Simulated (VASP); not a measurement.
## Ta2N: single point with PBEsol

Ta2N:

```
Ta N
1.0
     3.11286    0.00000    0.00000
    -1.55643    2.69582    0.00000
     0.00000    0.00000    4.86984
Ta N
2 1
Direct
  0.33333 0.66667 0.25471
  0.66667 0.33333 0.74529
  0.00000 0.00000 0.00000
```

```
Program                : VASP 6.6.1
Task                   : single point
Functional             : PBEsol
Potentials or basis    : VASP PAW PBE potentials, release 64 (Ta_sv_GW, N)
Cutoff                 : 700 eV
k mesh                 : 7 × 7 × 5
Occupations            : fermi-dirac, width 0.05 eV
Spin                   : non-collinear spin, zero start, spin-orbit coupling
Starting moments       : [[0.0, 0.0, 0.0], [0.0, 0.0, 0.0], [0.0, 0.0, 0.0]] μB
Dipole correction      : no
Further INCAR settings : ALGO = Normal; EDIFF = 1e-06; NBANDS = 44
```

* Pressure: -9.0 GPa
* Largest force: 0.224 eV/Å
* Net moment: 0.00 μB per cell
* Valence electrons inside the program's atomic spheres: Ta 11.71; N 3.69

Forces in eV/Å, atoms in the order of the input:
```
Ta   0.000  0.000 -0.224
Ta   0.000  0.000  0.224
N    0.000  0.000  0.000
```

Stress tensor (GPa, compression positive):
```
-8.86  0.00  0.00
 0.00 -8.86  0.00
 0.00  0.00 -9.32
```

Moments on the atoms (μB; x, y, z):
```
Ta  0.00 0.00 0.00
Ta  0.00 0.00 0.00
N   0.00 0.00 0.00
```

Wall time 5.9 min on 1 thread of AMD EPYC 7R43 64-Core Processor (Zen 3), with other jobs on the host, peak memory 0.34 GiB.

Caveat: the cell stands under tension; the PAW data sets were made with another functional, which shifts forces and pressure a little.
